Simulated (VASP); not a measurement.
Set up this calculation in VASP 6.6.1, as the native input.

```
Task                   : single point
Functional             : LDA
Potentials or basis    : VASP PAW LDA potentials, release 64 (Hf_pv, Mo_sv, C)
Cutoff                 : 520 eV
k mesh                 : 8 × 8 × 6
Occupations            : fermi-dirac, width 0.05 eV
Spin                   : no spin polarisation
Dipole correction      : no
Further INCAR settings : ALGO = Normal; EDIFF = 1e-06; NBANDS = 24
```

The structure of HfMoC2 lies in POSCAR:

```
HfMoC2
1.0
    3.1482903748      0.0000000000      0.0000000000
    0.0000000000      3.1482903748      0.0000000000
    0.0000000000      0.0000000000      4.4245462449
Hf Mo C
1 1 2
Direct
    0.0000000000      0.0000000000      0.0000000000
    0.5000000000      0.5000000000      0.5000000000
    0.5000000000      0.5000000000      0.0000000000
    0.0000000000      0.0000000000      0.5000000000
```

The input as run:

INCAR

```
SYSTEM = HfMoC2
PREC = Accurate
ENCUT = 520
EDIFF = 1E-6
ISMEAR = -1
SIGMA = 0.05
LREAL = .FALSE.
LASPH = .TRUE.
NELM = 80
ALGO = Normal
ISIF = 2
LWAVE = .FALSE.
LCHARG = .FALSE.
NBANDS = 24
```

KPOINTS

```
regular mesh
0
G
  8 8 6
  0 0 0
```

Potentials or basis: VASP PAW LDA potentials, release 64 (Hf_pv, Mo_sv, C).

Command:

```sh
$ cat potpaw_LDA.64/Hf_pv/POTCAR potpaw_LDA.64/Mo_sv/POTCAR potpaw_LDA.64/C/POTCAR > POTCAR
$ mpirun -np 1 vasp_std > vasp.out
```

It gave:

| Quantity | Value |
| --- | --- |
| Pressure | -2.1 GPa |
| Band gap on the k mesh | zero (band 16 reaches 11.01 eV, above the bottom of band 17 at 8.21 eV) |

Caveat: spin-orbit coupling is left out, which moves the levels of the heavy elements.

Wall time 69 s on 1 thread of AMD EPYC 7R43 64-Core Processor (Zen 3), with other jobs on the host, peak memory 0.15 GiB.
